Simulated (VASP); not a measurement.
# Tc (Fm-3m) in VASP: relaxation of cell and atoms with PBEsol

Aim: the relaxation of cell and atoms of Tc with PBEsol.

All numbers are computed with VASP 6.6.1; they aren't measurements. Logs are shortened: lines on timing, memory, paths and dates and some standing lists are left out, and cuts for length are marked.

## (1) The cell of the first run

It takes space group Fm-3m (No. 225, cubic). Conventional cell: a = 3.850 Å, b = 3.850 Å, c = 3.850 Å, α = 90.00°, β = 90.00°, γ = 90.00°. Within 3.6 Å of Tc (site symmetry m-3m) lie 12 Tc at 2.72 Å.

This isn't the form of Tc at room conditions, which is hcp.

## (2) Relaxation of cell and atoms, PBEsol

The input, INCAR:

```
ALGO     = Normal         # electronic algorithm
EDIFF    = 1E-7           # SCF threshold, eV
EDIFFG   = -0.01          # ionic threshold
ENCUT    = 500            # plane-wave cutoff, eV
GGA      = PS             # functional
GGA_COMPAT= False        
IBRION   = 2              # ionic algorithm
ISIF     = 3              # what is computed and relaxed
ISMEAR   = 1              # smearing method
LASPH    = True           # aspherical terms in the spheres
LCHARG   = False          # write CHGCAR
LREAL    = False          # projectors in reciprocal space
LWAVE    = False          # write WAVECAR
NELM     = 120            # most SCF steps
NELMIN   = 4            
NSW      = 50             # ionic steps
PREC     = Accurate       # precision mode
SIGMA    = 0.1            # smearing width, eV
```

The input, KPOINTS:

```
k-points
0
Gamma
  19 19 19
```

The input, POSCAR:

```
Tc
1.0
    0.0000000000      1.9250000000      1.9250000000
    1.9250000000      0.0000000000      1.9250000000
    1.9250000000      1.9250000000      0.0000000000
Tc
1
Direct
    0.0000000000      0.0000000000      0.0000000000
```

Potentials or basis: VASP PAW PBE potentials, release 64 (Tc_pv).

Run with:

```
cat potpaw_PBE.64/Tc_pv/POTCAR > POTCAR
mpirun -np 1 vasp_std > vasp.out
```

OUTCAR:

```text
EDIFF = 1E-7
   EDIFFG = -0.01
   ENCUT = 500
   GGA = PS
   IBRION = 2
   ISIF = 3
   ISMEAR = 1
   LASPH = True
   LREAL = False
   NELM = 120
   NELMIN = 4
   NSW = 50
   PREC = Accurate

 ion  position               nearest neighbor table
   1  0.000  0.000  0.000-

  LATTYP: Found a face centered cubic cell.
 ALAT       =     3.8500000000

  Lattice vectors:

 A1 = (   0.0000000000,   1.9250000000,   1.9250000000)
 A2 = (   1.9250000000,   0.0000000000,   1.9250000000)
 A3 = (   1.9250000000,   1.9250000000,   0.0000000000)

Analysis of symmetry for initial positions (statically):
=====================================================================
 Subroutine PRICEL returns:
 Original cell was already a primitive cell.

 Routine SETGRP: Setting up the symmetry group for a
 face centered cubic supercell.

 Subroutine GETGRP returns: Found 48 space group operations
 (whereof 48 operations were pure point group operations)
 out of a pool of 48 trial point group operations.

The static configuration has the point symmetry O_h .

Analysis of symmetry for dynamics (positions and initial velocities):
=====================================================================
 Subroutine PRICEL returns:
 Original cell was already a primitive cell.

 Routine SETGRP: Setting up the symmetry group for a
 face centered cubic supercell.

 Subroutine GETGRP returns: Found 48 space group operations
 (whereof 48 operations were pure point group operations)
 out of a pool of 48 trial point group operations.

The dynamic configuration has the point symmetry O_h .

 Subroutine INISYM returns: Found 48 space group operations
 (whereof 48 operations are pure point group operations),
 and found     1 'primitive' translations

----------------------------------------------------------------------------------------

                                     Primitive cell

  volume of cell :      14.2667

  direct lattice vectors                    reciprocal lattice vectors
     0.000000000  1.925000000  1.925000000    -0.259740260  0.259740260  0.259740260
     1.925000000  0.000000000  1.925000000     0.259740260 -0.259740260  0.259740260
     1.925000000  1.925000000  0.000000000     0.259740260  0.259740260 -0.259740260

  length of vectors
     2.722361108  2.722361108  2.722361108     0.449883327  0.449883327  0.449883327

  position of ions in fractional coordinates (direct lattice)
     0.000000000  0.000000000  0.000000000

  ion indices of the primitive-cell ions
   primitive index   ion index
                 1           1

----------------------------------------------------------------------------------------

 KPOINTS: k-points

Automatic generation of k-mesh.
 Grid dimensions read from file:
 generate k-points for:   19   19   19

 Generating k-lattice:

  Cartesian coordinates                     Fractional coordinates (reciprocal lattice)
    -0.013670540  0.013670540  0.013670540     0.052631579  0.000000000  0.000000000
     0.013670540 -0.013670540  0.013670540     0.000000000  0.052631579  0.000000000
     0.013670540  0.013670540 -0.013670540     0.000000000  0.000000000  0.052631579

  Length of vectors
     0.023678070  0.023678070  0.023678070

  Shift w.r.t. Gamma in fractional coordinates (k-lattice)
     0.000000000  0.000000000  0.000000000

 Subroutine IBZKPT returns following result:
 ===========================================

 Found    220 irreducible k-points:

 Following reciprocal coordinates:
            Coordinates               Weight
  0.000000  0.000000  0.000000      1.000000
  0.052632  0.000000  0.000000      8.000000
  0.105263  0.000000  0.000000      8.000000
  0.157895  0.000000  0.000000      8.000000
  0.210526  0.000000  0.000000      8.000000
  0.263158  0.000000  0.000000      8.000000
[... 16 lines left out ...]
 -0.315789  0.052632  0.000000     24.000000
 -0.263158  0.052632  0.000000     24.000000
 [... further k-points ...]
   k-points           NKPTS =    220   k-points in BZ     NKDIM =    220   number of bands    NBANDS=     10
   number of dos      NEDOS =    301   number of ions     NIONS =      1
   total plane-waves  NPLWV =   8000
   dimension x,y,z NGX =    20 NGY =   20 NGZ =   20
   dimension x,y,z NGXF=    40 NGYF=   40 NGZF=   40
   ions per type =               1
   NGX,Y,Z   is equivalent  to a cutoff of  12.21, 12.21, 12.21 a.u.
   NGXF,Y,Z  is equivalent  to a cutoff of  24.43, 24.43, 24.43 a.u.
 SYSTEM =  unknown system
   PREC   = accura    normal or accurate (medium, high low for compatibility)
   ISTART =      0    job   : 0-new  1-cont  2-samecut
   ICHARG =      2    charge: 1-file 2-atom 10-const
   ISPIN  =      1    spin polarized calculation?
   LNONCOLLINEAR =      F non collinear calculations
   LSORBIT =      F    spin-orbit coupling
   LASPH  =      T    aspherical Exc in radial PAW
   ENCUT  =  500.0 eV  36.75 Ry    6.06 a.u.   4.96  4.96  4.96*2*pi/ulx,y,z
   NELM   =    120;   NELMIN=  4; NELMDL= -5     # of ELM steps
   EDIFF  = 0.1E-06   stopping-criterion for ELM
   LREAL  =      F    real-space projection
   EDIFFG = -.1E-01   stopping-criterion for IOM
   NSW    =     50    number of steps for IOM
   IBRION =      2    ionic relax: 0-MD 1-quasi-New 2-CG
   NFREE  =      1    steps in history (QN), initial steepest desc. (CG)
   ISIF   =      3    stress and relaxation
   ISYM   =      2    0-nonsym 1-usesym 2-fastsym
   POTIM  = 0.5000    time-step for ionic-motion
   TEBEG  =    0.0;   TEEND  =   0.0 temperature during run
   PSTRESS=    0.0 pullay stress
   NELECT =      13.0000    total number of electrons
   NUPDOWN=      -1.0000    fix difference up-down
   EMIN   =  10.00;   EMAX   =-10.00  energy-range for DOS
   EFERMI =   0.00;   METHOD = LEGACY
   ISMEAR =     1;   SIGMA  =   0.10  broadening in eV -4-tet -1-fermi 0-gaus
   EFERMI_NEDOS =   21; number of points for ismear=-14 and -15
   IALGO  =     38    algorithm
   IMIX   =      4    mixing-type and parameters
     AMIX     =   0.40;   BMIX     =  1.00
     AMIX_MAG =   1.60;   BMIX_MAG =  1.00
  volume/ion in A,a.u.               =      14.27        96.28
  Fermi-wavevector in a.u.,A,eV,Ry     =   1.587140  2.999260 34.273254  2.519013
  Thomas-Fermi vector in A             =   2.686343
   LORBIT       =      0    0 simple, 1 ext, 2 COOP (PROOUT), +10 PAW based schemes
   GGA     = PS    functional components
   LHFCALC =     F    Hartree Fock is set to
   AEXX    =    0.0000 exact exchange contribution
   IVDW    =     0    specifies the selected vdW correction
   LEPSILON=     F    determine dielectric tensor
   LRPA    =     F    only Hartree local field effects (RPA)
 conjugate gradient relaxation of ions
 non-spin polarized calculation
 Methfessel and Paxton  Order N= 1 SIGMA  =   0.10
  energy-cutoff  :      500.00
  volume of cell :       14.27
 maximum number of plane-waves:       375
   NGX =  9   NGY =  9   NGZ =  9

--------------------------------------- Ionic step        1  -------------------------------------------

 number of electron      12.9999996 magnetization

 Free energy of the ion-electron system (eV)
  ---------------------------------------------------
  ext. energy  EPLUGINS =         0.00000000
  ---------------------------------------------------
  free energy    TOTEN  =       -11.18889146 eV

  energy without entropy =      -11.18850751  energy(sigma->0) =      -11.18876347

------------------------ aborting loop because EDIFF is reached ----------------------------------------

  FORCE on cell =-STRESS in cart. coord.  units (eV):
  Direction    XX          YY          ZZ          XY          YZ          ZX
  --------------------------------------------------------------------------------------
  -------------------------------------------------------------------------------------
  Total       -0.4607510     -0.4607510     -0.4607510     -0.0000000      0.0000000     -0.0000000
  in kB      -51.7433658    -51.7433658    -51.7433658     -0.0000000      0.0000000     -0.0000000
  external PRESSURE =     -51.7433658 kB  Pullay stress =       0.0000000 kB
[... 55 lines left out ...]
  energy  without entropy=      -11.1525258260  energy(sigma->0) =      -11.15288376

--------------------------------------- Ionic step        3  -------------------------------------------

 number of electron      12.9999996 magnetization

 Free energy of the ion-electron system (eV)
  ---------------------------------------------------
  ext. energy  EPLUGINS =         0.00000000
  ---------------------------------------------------
  free energy    TOTEN  =       -11.19265728 eV

  energy without entropy =      -11.19227822  energy(sigma->0) =      -11.19253093

 E-fermi :  13.0256     XC(G=0): -14.0563

 val. band max:       13.0228845205   @ k =  -0.1579   0.1053   0.0000
 cond. band min:      13.0409730135   @ k =  -0.3158   0.3158   0.1053
 fundamental gap:      0.0180884930
 Fermi energy:        13.0256488643

 k-point     1 :       0.0000    0.0000    0.0000
  band No.  band energies     occupation
      1     -25.2255      2.00000
      2     -25.2255      2.00000
      3     -25.2255      2.00000
      4       5.3818      2.00000
      5      11.1725      2.00000
      6      11.1725      2.00000
      7      11.1725      2.00000
      8      13.8905     -0.00000
      9      13.8905     -0.00000
     10      27.0286      0.00000
[... 287 lines left out ...]
 k-point    24 :      -0.2632    0.0526    0.0000
  band No.  band energies     occupation
      1     -26.0618      2.00000
      2     -25.3770      2.00000
      3     -25.3195      2.00000
      4       7.5511      2.00000
      5      10.8943      2.00000
      6      11.4883      2.00000
      7      11.5815      2.00000
      8      13.9123     -0.00000
      9      14.8268     -0.00000
     10      27.1061      0.00000

 [... further k-points ...]
[... 5 lines left out ...]
  --------------------------------------------------------------------------------------
  -------------------------------------------------------------------------------------
  Total       -0.0099801     -0.0099801     -0.0099801      0.0000000     -0.0000000      0.0000000
  in kB       -1.1387204     -1.1387204     -1.1387204      0.0000000     -0.0000000      0.0000000
  external PRESSURE =      -1.1387204 kB  Pullay stress =       0.0000000 kB
[... 16 lines left out ...]
  FREE ENERGIE OF THE ION-ELECTRON SYSTEM (eV)
  ---------------------------------------------------
  free  energy   TOTEN  =       -11.1926572800 eV

  energy  without entropy=      -11.1922782155  energy(sigma->0) =      -11.19253093

 reached required accuracy - stopping structural energy minimisation
```

Run time: 53 s. Hardware: 1 thread of AMD EPYC 7R43 (Zen 3), shared host; peak memory 0.12 GiB.

Results:

```yaml
Free_energy: -11.1927 eV
Relaxed_volume: 14.04 Å³/atom
Relaxed_cell: a = 2.708 Å, b = 2.708 Å, c = 2.708 Å, α = 60.00°, β = 60.00°, γ = 60.00°
Space_group_after_relaxing_to_0.1_Å: Fm-3m (No. 225)
Energy_gained_by_relaxing: 3.8 meV/atom
Ionic_steps: 3
Pressure_after_relaxing: -0.1 GPa
Band_gap_on_the_k_mesh: zero (an odd number of electrons rules out a gap without spin polarisation)
```

The path:
```csv
step,energy change (eV),largest force (eV/Å),pressure (GPa),volume (Å³)
1,0.0000,0.0000,-5.17,14.27
2,0.0358,0.0000,18.96,13.34
3,-0.0038,0.0000,-0.11,14.04
```

Final structure:
```
Tc
1.0
     0.00000    1.91484    1.91484
     1.91484    0.00000    1.91484
     1.91484    1.91484    0.00000
Tc
1
Direct
  0.00000 0.00000 0.00000
```

Caveat: the PAW data sets were made with another functional, which shifts forces and pressure a little.
